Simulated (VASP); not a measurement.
# NaCl (Fm-3m) in VASP: a series of runs, part 2 of 2

VASP 6.6.1. The steps go on from the part before.

## 4. Vibrations by perturbation theory, PBEsol

This run uses another cell than the first one, of 21.97 Å³/atom.

Contents of INCAR:

```
ALGO = Normal
EDIFF = 1E-8
ENCUT = 520
GGA = PS
IBRION = 8
ISIF = 2
ISMEAR = 0
LASPH = T
LCHARG = F
LREAL = F
LWAVE = F
NBANDS = 14
NELM = 100
NSW = 1
PREC = Accurate
SIGMA = 0.01
```

Contents of KPOINTS:

```
k-points
0
Gamma
  8 8 8
```

Contents of POSCAR:

```
NaCl
1.0
    2.8009524961      2.8009524961      0.0000000000
   -2.8009524961      2.8009524961      0.0000000000
    0.0000000000      2.8009524961      2.8009524961
Na Cl
1 1
Direct
    0.0000000000      0.0000000000      0.0000000000
    0.5000000000      0.5000000000      0.0000000000
```

Potentials or basis: VASP PAW PBE potentials, release 64 (Na_pv, Cl).

On the command line:

```sh
$ cat potpaw_PBE.64/Na_pv/POTCAR potpaw_PBE.64/Cl/POTCAR > POTCAR
$ mpirun -np 1 vasp_std > vasp.out
```

OUTCAR:

```text
EDIFF = 1E-8
   ENCUT = 520
   GGA = PS
   IBRION = 8
   ISIF = 2
   ISMEAR = 0
   LASPH = T
   LREAL = F
   NELM = 100
   NSW = 1
   PREC = Accurate

 ion  position               nearest neighbor table
   1  0.000  0.000  0.000-
   2  0.500  0.500  0.000-

  LATTYP: Found a face centered cubic cell.
 ALAT       =     5.6019049922

  Lattice vectors:

 A1 = (   0.0000000000,   2.8009524961,   2.8009524961)
 A2 = (   2.8009524961,   0.0000000000,   2.8009524961)
 A3 = (   2.8009524961,   2.8009524961,   0.0000000000)

Analysis of symmetry for initial positions (statically):
=====================================================================
 Subroutine PRICEL returns:
 Original cell was already a primitive cell.

 Routine SETGRP: Setting up the symmetry group for a
 face centered cubic supercell.

 Subroutine GETGRP returns: Found 48 space group operations
[... 635 lines left out ...]

 INTERNAL STRAIN TENSOR  FOR ION    2  DIRECTION 1   (eV/Angst):
 -----------------------------------------------------------------------------
    -0.00358 -0.00000  0.00000
    -0.00000 -0.00271  0.00000
     0.00000  0.00000 -0.00271

 INTERNAL STRAIN TENSOR FOR ION    2 for displacements in x,y,z  (eV/Angst):
          X           Y           Z          XY          YZ          ZX
  --------------------------------------------------------------------------------
  x     0.00000     0.00000     0.00000     0.00000     0.00000     0.00000
  y     0.00000     0.00000     0.00000     0.00000     0.00000     0.00000
  z     0.00000     0.00000     0.00000     0.00000     0.00000     0.00000

 SECOND DERIVATIVES (NOT SYMMETRIZED)
 ------------------------------------
               1X          1Y          1Z          2X          2Y          2Z
  1X    -1.456849    0.000000    0.000000    1.456849    0.000000    0.000000
  1Y     0.000000   -1.456849    0.000000    0.000000    1.456849    0.000000
  1Z     0.000000    0.000000   -1.456849    0.000000    0.000000    1.456849
  2X     1.436122   -0.000000    0.000000   -1.436122    0.000000   -0.000000
  2Y     0.000000    1.436122   -0.000000   -0.000000   -1.436122    0.000000
  2Z     0.000000    0.000000    1.436122   -0.000000   -0.000000   -1.436122

 Eigenvectors and eigenvalues of the dynamical matrix
 ----------------------------------------------------

   1 f  =    5.038628 THz    31.658631 2PiTHz  168.070528 cm-1    20.838080 meV
             X         Y         Z           dx          dy          dz
      0.000000  0.000000  0.000000     0.000000    0.781048   -0.000000
      0.000000  2.800952  0.000000     0.000000   -0.624470    0.000000
[... 21 lines left out ...]
   6 f/i=    0.017608 THz     0.110632 2PiTHz    0.587326 cm-1     0.072819 meV
             X         Y         Z           dx          dy          dz
      0.000000  0.000000  0.000000     0.624470   -0.000000    0.000000
      0.000000  2.800952  0.000000     0.781048    0.000000    0.000000

--------------------------------------------------------------------------------------------------------

 ELASTIC MODULI CONTR FROM IONIC RELAXATION (kBar)
 Direction    XX          YY          ZZ          XY          YZ          ZX
 --------------------------------------------------------------------------------
 XX           0.0000      0.0000      0.0000      0.0000      0.0000      0.0000
 YY           0.0000      0.0000      0.0000      0.0000      0.0000      0.0000
 ZZ           0.0000      0.0000      0.0000      0.0000      0.0000      0.0000
 XY           0.0000      0.0000      0.0000      0.0000      0.0000      0.0000
 YZ           0.0000      0.0000      0.0000      0.0000      0.0000      0.0000
 ZX           0.0000      0.0000      0.0000      0.0000      0.0000      0.0000
 --------------------------------------------------------------------------------
```

stdout:

```text
POSCAR found type information on POSCAR NaCl
 POSCAR found :  2 types and       2 ions
 scaLAPACK will be used
 -----------------------------------------------------------------------------
|                                                                             |
|                                                                             |
|     You enforced a specific xc type in the INCAR file but a different       |
|     I HOPE YOU KNOW WHAT YOU ARE DOING!                                     |
|                                                                             |
 -----------------------------------------------------------------------------

 LDA part: xc-table for (Slater+PW92), standard interpolation
 POSCAR, INCAR and KPOINTS ok, starting setup
 FFT: planning ... GRIDC
 FFT: planning ... GRID_SOFT
 FFT: planning ... GRID
 WAVECAR not read
 entering main loop
 Linear response reoptimize wavefunctions to high precision
 Linear response DOF=           2
 Linear response progress:
 first order change of Fermi-energy   0.98651E-04
 force on displaced ion       1 direction 1 :  -1.457  -0.000  -0.000
 Linear response progress:
 first order change of Fermi-energy   0.21379E-03
 force on displaced ion       2 direction 1 :  -1.436   0.000  -0.000
 Linear response finished
```

Run time: 2.9 min. Hardware: 1 thread of Intel Xeon Platinum 8259CL at 2.50GHz (Skylake/Cascade Lake), shared host; peak memory 0.23 GiB.

Results:

```yaml
Highest_phonon_frequency_at_Γ_LO-TO_splitting_left_out: 168 cm⁻¹
```

Phonon frequencies in cm⁻¹ (negative: imaginary):
| q point | frequencies |
| --- | --- |
| (0.000, 0.000, 0.000) | -1 -1 -1 168 168 168 |

Caveat: the PAW data sets were made with another functional, which shifts forces and pressure a little.

## 5. Vibrations by perturbation theory, PBEsol

This run uses another cell than the first one, of 24.19 Å³/atom.

Contents of INCAR:

```
PREC     = Accurate       # precision mode
ENCUT    = 520            # plane-wave cutoff, eV
EDIFF    = 1E-8           # SCF threshold, eV
ISMEAR   = 0              # smearing method
SIGMA    = 0.01           # smearing width, eV
LREAL    = F              # projectors in reciprocal space
LASPH    = T              # aspherical terms in the spheres
NELM     = 100            # most SCF steps
ALGO     = Normal         # electronic algorithm
ISIF     = 2              # what is computed and relaxed
LWAVE    = F              # write WAVECAR
LCHARG   = F              # write CHGCAR
GGA      = PS             # functional
NBANDS   = 14             # bands
IBRION   = 8              # ionic algorithm
NSW      = 1              # ionic steps
```

Contents of KPOINTS:

```
regular mesh
0
Gamma
  8 8 8
```

Contents of POSCAR:

```
NaCl
1.0
    2.8921488964      2.8921488964      0.0000000000
   -2.8921488964      2.8921488964      0.0000000000
    0.0000000000      2.8921488964      2.8921488964
Na Cl
1 1
Direct
    0.0000000000      0.0000000000      0.0000000000
    0.5000000000      0.5000000000      0.0000000000
```

Potentials or basis: VASP PAW PBE potentials, release 64 (Na_pv, Cl).

On the command line:

```sh
$ cat potpaw_PBE.64/Na_pv/POTCAR potpaw_PBE.64/Cl/POTCAR > POTCAR
$ mpirun -np 1 vasp_std > vasp.out
```

OUTCAR:

```text
PREC = Accurate
   ENCUT = 520
   EDIFF = 1E-8
   ISMEAR = 0
   LREAL = F
   LASPH = T
   NELM = 100
   ISIF = 2
   GGA = PS
   IBRION = 8
   NSW = 1

 ion  position               nearest neighbor table
   1  0.000  0.000  0.000-
   2  0.500  0.500  0.000-

  LATTYP: Found a face centered cubic cell.
 ALAT       =     5.7842977928

  Lattice vectors:

 A1 = (   0.0000000000,   2.8921488964,   2.8921488964)
 A2 = (   2.8921488964,   0.0000000000,   2.8921488964)
 A3 = (   2.8921488964,   2.8921488964,   0.0000000000)

Analysis of symmetry for initial positions (statically):
=====================================================================
 Subroutine PRICEL returns:
 Original cell was already a primitive cell.

 Routine SETGRP: Setting up the symmetry group for a
 face centered cubic supercell.

 Subroutine GETGRP returns: Found 48 space group operations
 (whereof 48 operations were pure point group operations)
[... 633 lines left out ...]

 INTERNAL STRAIN TENSOR  FOR ION    2  DIRECTION 1   (eV/Angst):
 -----------------------------------------------------------------------------
    -0.00084 -0.00000  0.00000
     0.00000 -0.00376  0.00000
    -0.00000  0.00000 -0.00376

 INTERNAL STRAIN TENSOR FOR ION    2 for displacements in x,y,z  (eV/Angst):
          X           Y           Z          XY          YZ          ZX
  --------------------------------------------------------------------------------
  x     0.00000     0.00000     0.00000     0.00000     0.00000     0.00000
  y     0.00000     0.00000     0.00000     0.00000     0.00000     0.00000
  z     0.00000     0.00000     0.00000     0.00000     0.00000     0.00000

 SECOND DERIVATIVES (NOT SYMMETRIZED)
 ------------------------------------
               1X          1Y          1Z          2X          2Y          2Z
  1X    -0.802722    0.000000   -0.000000    0.802722   -0.000000    0.000000
  1Y    -0.000000   -0.802722    0.000000    0.000000    0.802722   -0.000000
  1Z     0.000000    0.000000   -0.802722   -0.000000   -0.000000    0.802722
  2X     0.853480    0.000000    0.000000   -0.853480    0.000000    0.000000
  2Y     0.000000    0.853480    0.000000    0.000000   -0.853480    0.000000
  2Z     0.000000    0.000000    0.853480    0.000000    0.000000   -0.853480

 Eigenvectors and eigenvalues of the dynamical matrix
 ----------------------------------------------------

   1 f  =    3.797415 THz    23.859865 2PiTHz  126.668144 cm-1    15.704841 meV
             X         Y         Z           dx          dy          dz
      0.000000  0.000000  0.000000    -0.370537    0.674213    0.000000
      0.000000  2.892149  0.000000     0.307699   -0.559876   -0.000000
[... 21 lines left out ...]
   6 f/i=    0.057213 THz     0.359479 2PiTHz    1.908416 cm-1     0.236613 meV
             X         Y         Z           dx          dy          dz
      0.000000  0.000000  0.000000     0.274248   -0.202870    0.540159
      0.000000  2.892149  0.000000     0.330255   -0.244300    0.650469

--------------------------------------------------------------------------------------------------------

 ELASTIC MODULI CONTR FROM IONIC RELAXATION (kBar)
 Direction    XX          YY          ZZ          XY          YZ          ZX
 --------------------------------------------------------------------------------
 XX           0.0000      0.0000      0.0000      0.0000      0.0000      0.0000
 YY           0.0000      0.0000      0.0000      0.0000      0.0000      0.0000
 ZZ           0.0000      0.0000      0.0000      0.0000      0.0000      0.0000
 XY           0.0000      0.0000      0.0000      0.0000      0.0000      0.0000
 YZ           0.0000      0.0000      0.0000      0.0000      0.0000      0.0000
 ZX           0.0000      0.0000      0.0000      0.0000      0.0000      0.0000
 --------------------------------------------------------------------------------
```

Wall time 2.7 min (1 thread of Intel Xeon Platinum 8259CL at 2.50GHz (Skylake/Cascade Lake), shared host); peak memory 0.24 GiB.

What came out:

| Property | Result |
| --- | --- |
| Highest phonon frequency at Γ, LO-TO splitting left out | 127 cm⁻¹ |

Phonon frequencies in cm⁻¹ (negative: imaginary):
```
              q point           frequencies
(0.000, 0.000, 0.000)  -2 -2 -2 127 127 127
```

Caveat: the cell stands under pressure or tension, which shifts response properties; the PAW data sets were made with another functional, which shifts forces and pressure a little.
